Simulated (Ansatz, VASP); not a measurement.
# One calculation of AlN, two programs

```
Al N
1.0
     3.10669    0.00000    0.00000
    -1.55335    2.69048    0.00000
     0.00000    0.00000    5.12795
Al N
2 2
Direct
  0.33333 0.66667 0.99899
  0.66667 0.33333 0.49899
  0.33333 0.66667 0.37601
  0.66667 0.33333 0.87601
```

Change from the starting cell: uniaxial_z strain +3.0%.

Alike in both runs: task single point; functional HSE06; k mesh 6 × 6 × 4; no spin polarisation.

```csv
,VASP,Ansatz
version,VASP 6.6.1,Ansatz 0.2.0
potentials or method,"VASP PAW PBE potentials, release 64 (Al, N)","plane waves, PAW"
plane-wave cutoff (eV),520,420
occupations,"gaussian, width 0.01 eV",fixed
valence electrons in the cell,16,16
```

Ansatz gave:

- gap on the k mesh at the Fermi level (eV): 5.42
- pressure (GPa): -6.2
- traceless stress, the component that is largest in VASP (GPa): -5.96
- rms of the force components (eV/Å): 0.004

**Question.** Estimate VASP's values.

**Answer.** gap on the k mesh at the Fermi level (eV): 5.41; pressure (GPa): -6.4; traceless stress, the component that is largest in VASP (GPa): -5.94; rms of the force components (eV/Å): 0.003.

Atom by atom the forces differ by 0.001 eV/Å (rms over components). Ansatz's warnings: stress exchange threshold loose, stress scf threshold loose.
